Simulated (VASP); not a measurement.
A run of VASP 6.6.1:

The input INCAR:

```
  PREC = Accurate
  ENCUT = 520
  EDIFF = 1E-7
  ISMEAR = 0
  SIGMA = 0.1
  LREAL = F
  LASPH = T
  NELM = 150
  ALGO = Normal
  ISIF = 2
  LWAVE = F
  LCHARG = F
  ISPIN = 2
  MAGMOM = 1 1 0 0
  LORBIT = 11
  LMAXMIX = 4
  GGA = PE
  NBANDS = 28
```

File KPOINTS:

```
regular mesh
0
Gamma
  6 6 4
```

The input POSCAR:

```
IrF
1.0
    3.0156608600      0.0000000000      0.0000000000
    0.0000000000      3.0156608600      0.0000000000
    0.0000000000      0.0000000000      5.4710973700
Ir F
2 2
Direct
    0.0000000000      0.5000000000      0.3714335900
    0.5000000000      0.0000000000      0.6285664100
    0.0000000000      0.5000000000      0.8515796700
    0.5000000000      0.0000000000      0.1484203300
```

Potentials or basis: VASP PAW PBE potentials, release 64 (Ir, F).

Run with:

```sh
$ cat potpaw_PBE.64/Ir/POTCAR potpaw_PBE.64/F/POTCAR > POTCAR
$ mpirun -np 1 vasp_std > vasp.out
```

Hardware: 1 thread of Intel Xeon 6975P-C, on a shared host.

Estimate the wall time of this run.

Run time: 64 s on 1 thread of Intel Xeon 6975P-C, on a shared host, peak memory 0.22 GiB. Counts: scf iterations 15, k points 30.
